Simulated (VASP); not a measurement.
# TiSi16 (a cell with a defect) in VASP: single point with PBE

Aim: the single point of TiSi16 (a cell with a defect) with PBE.

Program: VASP 6.6.1. These are calculated values, not measurements. Logs are shortened: lines on timing, memory, paths and dates and some standing lists are left out, and cuts for length are marked.

## 1. The cell of the first run

The cell holds a defect, 17 atoms: a = 7.679 Å, b = 7.679 Å, c = 7.679 Å, α = 60.00°, β = 60.00°, γ = 60.00°.

## 2. Single point, PBE

The input, INCAR:

```
SYSTEM = TiSi16
PREC = Accurate
ENCUT = 520
EDIFF = 1E-6
ISMEAR = 0
SIGMA = 0.02
LREAL = Auto
LASPH = .True.
NELM = 80
ALGO = Normal
ISIF = 2
LWAVE = .False.
LCHARG = .False.
GGA = PE
NBANDS = 52
```

The input, KPOINTS:

```
regular mesh
0
Gamma
  2 2 2
  0 0 0
```

The input, POSCAR:

```
TiSi16
1.0
    0.0000000000      5.4300000000      5.4300000000
    5.4300000000      0.0000000000      5.4300000000
    5.4300000000      5.4300000000      0.0000000000
Si Ti
16 1
Direct
    0.0109203499     -0.0360892265      0.0115148250
    0.1135139042      0.1196444751      0.1141251381
   -0.0260091160      0.0008161142      0.5131087477
    0.1120034070      0.1239720994      0.6511597606
    0.0005721915      0.4900545120      0.0004106814
    0.1365173112      0.5903756906      0.1363090239
   -0.0013807551      0.4940148250      0.5079330571
    0.1172642726      0.6307569061      0.6265344383
    0.5124582873      0.0009179558     -0.0254494475
    0.6505473297      0.1239567219      0.1125854512
    0.5109589319      0.0052208103      0.5115224678
    0.6136262431      0.1608673112      0.6141627072
    0.5081177716      0.4940558932     -0.0015862799
    0.6267115101      0.6307919890      0.1170426335
    0.4888779006      0.5344108656      0.4886416206
    0.6247488029      0.6347764273      0.6245585635
    0.3121569061      1.0625539595      0.3128285451
```

Potentials or basis: VASP PAW PBE potentials, release 64 (Si, Ti_sv).

Launch:

```bash
$ cat potpaw_PBE.64/Si/POTCAR potpaw_PBE.64/Ti_sv/POTCAR > POTCAR
$ mpirun -np 1 vasp_std > vasp.out
```

OUTCAR:

```text
SYSTEM = TiSi16
   PREC = Accurate
   ENCUT = 520
   EDIFF = 1E-6
   ISMEAR = 0
   LREAL = Auto
   LASPH = .True.
   NELM = 80
   ISIF = 2
   GGA = PE

 ion  position               nearest neighbor table
   1  0.011  0.964  0.012-   4 2.28  10 2.28   2 2.28   6 2.34
   2  0.114  0.120  0.114-   1 2.28   5 2.33  17 2.42   9 2.50   3 2.50
   3  0.974  0.001  0.513-  12 2.28   8 2.32  17 2.42   2 2.50   4 2.50
   4  0.112  0.124  0.651-   1 2.28   7 2.32  17 2.42  11 2.50   3 2.50
   5  0.001  0.490  0.000-   2 2.33   6 2.34  14 2.35   8 2.35
   6  0.137  0.590  0.136-  13 2.34   7 2.34   5 2.34   1 2.34
   7  0.999  0.494  0.508-   4 2.32   6 2.34   8 2.35  16 2.35
   8  0.117  0.631  0.627-   3 2.32  15 2.34   7 2.35   5 2.35
   9  0.512  0.001  0.975-  12 2.28  14 2.32  17 2.42   2 2.50  10 2.50
  10  0.651  0.124  0.113-   1 2.28  13 2.32  17 2.42  11 2.50   9 2.50
  11  0.511  0.005  0.512-  12 2.28  16 2.33  17 2.42  10 2.50   4 2.50
  12  0.614  0.161  0.614-   3 2.28   9 2.28  11 2.28  15 2.34
  13  0.508  0.494  0.998-  10 2.32   6 2.34  14 2.35  16 2.35
  14  0.627  0.631  0.117-   9 2.32  15 2.34  13 2.35   5 2.35
  15  0.489  0.534  0.489-  14 2.34   8 2.34  16 2.34  12 2.34
  16  0.625  0.635  0.625-  11 2.33  15 2.34  13 2.35   7 2.35
  17  0.312  0.063  0.313-   2 2.42  11 2.42   3 2.42   4 2.42  10 2.42   9 2.42

  LATTYP: Found a face centered cubic cell.
 ALAT       =    10.8600000000

  Lattice vectors:

 A1 = (   0.0000000000,   5.4300000000,   5.4300000000)
 A2 = (   5.4300000000,   0.0000000000,   5.4300000000)
 A3 = (   5.4300000000,   5.4300000000,   0.0000000000)

Analysis of symmetry for initial positions (statically):
=====================================================================
 Subroutine PRICEL returns:
 Original cell was already a primitive cell.

 Routine SETGRP: Setting up the symmetry group for a
 face centered cubic supercell.

 Subroutine GETGRP returns: Found  1 space group operations
 (whereof  1 operations were pure point group operations)
 out of a pool of 48 trial point group operations.

The static configuration has the point symmetry C_1 .

Analysis of symmetry for dynamics (positions and initial velocities):
=====================================================================
 Subroutine PRICEL returns:
 Original cell was already a primitive cell.

 Routine SETGRP: Setting up the symmetry group for a
 face centered cubic supercell.

 Subroutine GETGRP returns: Found  1 space group operations
 (whereof  1 operations were pure point group operations)
 out of a pool of 48 trial point group operations.

[... 120 lines left out ...]
   ISYM   =      2    0-nonsym 1-usesym 2-fastsym
   POTIM  = 0.5000    time-step for ionic-motion
   TEBEG  =    0.0;   TEEND  =   0.0 temperature during run
   PSTRESS=    0.0 pullay stress
   NELECT =      76.0000    total number of electrons
   NUPDOWN=      -1.0000    fix difference up-down
   EMIN   =  10.00;   EMAX   =-10.00  energy-range for DOS
   EFERMI =   0.00;   METHOD = LEGACY
   ISMEAR =     0;   SIGMA  =   0.02  broadening in eV -4-tet -1-fermi 0-gaus
   EFERMI_NEDOS =   21; number of points for ismear=-14 and -15
   IALGO  =     38    algorithm
   IMIX   =      4    mixing-type and parameters
     AMIX     =   0.40;   BMIX     =  1.00
     AMIX_MAG =   1.60;   BMIX_MAG =  1.00
  volume/ion in A,a.u.               =      18.84       127.11
  Fermi-wavevector in a.u.,A,eV,Ry     =   1.013607  1.915439 13.978610  1.027399
  Thomas-Fermi vector in A             =   2.146786
   LORBIT       =      0    0 simple, 1 ext, 2 COOP (PROOUT), +10 PAW based schemes
   GGA     = PE    functional components
   LHFCALC =     F    Hartree Fock is set to
   AEXX    =    0.0000 exact exchange contribution
   IVDW    =     0    specifies the selected vdW correction
   LEPSILON=     F    determine dielectric tensor
   LRPA    =     F    only Hartree local field effects (RPA)
 non-spin polarized calculation
 Gauss-broadening in eV      SIGMA  =   0.02
  energy-cutoff  :      520.00
  volume of cell :      320.21
 maximum number of plane-waves:      8646
 NGX is ok and might be reduce to    60
   NGX = 29   NGY = 29   NGZ = 29

 number of electron      76.0000002 magnetization

 Free energy of the ion-electron system (eV)
  ---------------------------------------------------
  ext. energy  EPLUGINS =         0.00000000
  ---------------------------------------------------
  free energy    TOTEN  =       -90.47205278 eV

  energy without entropy =      -90.46940324  energy(sigma->0) =      -90.47072801

 E-fermi :   6.9284     XC(G=0):  -9.7422

 val. band max:        6.9089207409   @ k =   0.5000   0.5000   0.0000
 cond. band min:       6.9452766539   @ k =   0.0000   0.0000   0.0000
 fundamental gap:      0.0363559130
 Fermi energy:         6.9283917300

 k-point     1 :       0.0000    0.0000    0.0000
  band No.  band energies     occupation
      1     -49.7828      2.00000
      2     -26.2412      2.00000
      3     -26.1369      2.00000
      4     -26.1288      2.00000
      5      -5.6607      2.00000
      6      -3.4682      2.00000
[... 413 lines left out ...]
     49      10.0356      0.00000
     50      10.4684      0.00000
 [bands above 50 left out]

------------------------ aborting loop because EDIFF is reached ----------------------------------------

  FORCE on cell =-STRESS in cart. coord.  units (eV):
  Direction    XX          YY          ZZ          XY          YZ          ZX
  --------------------------------------------------------------------------------------
  -------------------------------------------------------------------------------------
  Total       13.0020493     12.8214159     13.0015271      1.1723694      1.1715706     -1.2150736
  in kB       65.0568311     64.1530170     65.0542183      5.8660477      5.8620506     -6.0797214
  external PRESSURE =      64.7546888 kB  Pullay stress =       0.0000000 kB

 VOLUME and BASIS-vectors are now :
 -----------------------------------------------------------------------------
  energy-cutoff  :      520.00
  volume of cell :      320.21
      direct lattice vectors                 reciprocal lattice vectors
     0.000000000  5.430000000  5.430000000    -0.092081031  0.092081031  0.092081031
     5.430000000  0.000000000  5.430000000     0.092081031 -0.092081031  0.092081031
     5.430000000  5.430000000  0.000000000     0.092081031  0.092081031 -0.092081031

 POSITION                                       TOTAL-FORCE (eV/Angst)
 -----------------------------------------------------------------------------------
      5.29656      0.12182      5.29333        -0.009960      0.009619     -0.010178
      1.26937      1.23608      1.26605        -0.006274     -0.004308     -0.007384
      2.79061      8.07495      5.29320         0.004750     -0.006039     -0.002629
      4.20897      4.14398      1.28135         0.002491      0.006460     -0.006511
      2.66323      0.00534      2.66410        -0.005307     -0.004754     -0.007156
      3.94590      1.48145      3.94703        -0.019372      0.018552     -0.020673
[... 9 lines left out ...]
      6.83819      6.78374      6.83922         0.006679      0.003041      0.005081
      2.03833      3.39367      2.03468        -0.005041     -0.000926      0.009206
 -----------------------------------------------------------------------------------
    total drift:                               -0.002204      0.003437      0.008697

  FREE ENERGIE OF THE ION-ELECTRON SYSTEM (eV)
  ---------------------------------------------------
  free  energy   TOTEN  =       -90.4720527751 eV

  energy  without entropy=      -90.4694032360  energy(sigma->0) =      -90.47072801
```

Run time: 3.5 min. Hardware: 1 thread of Intel Xeon Platinum 8488C (Sapphire Rapids), shared host; peak memory 0.5 GiB.

What came out:

```
Free energy            : -90.4721 eV
Pressure               : 6.5 GPa
Largest force          : 0.034 eV/Å
Band gap on the k mesh : zero (band 38 reaches 6.96 eV, above the bottom of band 39 at 6.73 eV)
```

Forces in eV/Å, atoms in the order of the input:
```
Si  -0.010  0.010 -0.010
Si  -0.006 -0.004 -0.007
Si   0.005 -0.006 -0.003
Si   0.002  0.006 -0.007
Si  -0.005 -0.005 -0.007
Si  -0.019  0.019 -0.021
Si   0.007  0.010 -0.009
Si   0.008 -0.009 -0.005
Si  -0.002 -0.006  0.005
Si  -0.006  0.006  0.002
Si   0.006  0.005  0.007
Si   0.009 -0.010  0.010
Si  -0.007  0.010  0.005
Si  -0.004 -0.009  0.008
Si   0.020 -0.020  0.018
Si   0.007  0.003  0.005
Ti  -0.005 -0.001  0.009
```

Caveat: the k points lie up to 0.50 Å⁻¹ apart.
